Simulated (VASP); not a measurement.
Runs of VASP 6.6.1 on CdSe. The structure is that of space group F-43m (No. 216), or close to it. The cells are those of the table. 

```tsv
task	cell	gap on the mesh (eV)	pressure (GPa)
relaxation of the atoms	atoms relaxed from a = 4.113 Å, angles 60.0°, 2 atoms	0.88	13.8
relaxation of the atoms	atoms relaxed from a = 3.662 Å, angles 60.0°, 2 atoms	1.40	86.9
single point	a = 4.031 Å, angles 60.0°, 2 atoms	1.00	(a)
relaxation of the atoms	atoms relaxed from a = 4.031 Å, angles 60.0°, 2 atoms	1.00	20.8
single point	a = 4.113 Å, angles 60.0°, 2 atoms	0.88	13.8
single point	a = 4.342 Å, angles 60.0°, 2 atoms	0.55	1.6
single point	a = 3.662 Å, angles 60.0°, 2 atoms	1.40	86.9
```

Alike in all rows: level PBE; potentials or basis VASP PAW PBE potentials, release 64 (Cd, Se); no spin polarisation; k mesh 8 × 8 × 8; cutoff (eV) 520; smearing fermi-dirac 0.03 eV.

Question: Fill in the values left out.

Answer: (a) 20.9.

Caveats: the relaxation stopped at its first step, so nothing moved (some runs).

A k mesh can miss the band edges, and the runs leave out spin-orbit coupling on Cd, Se.
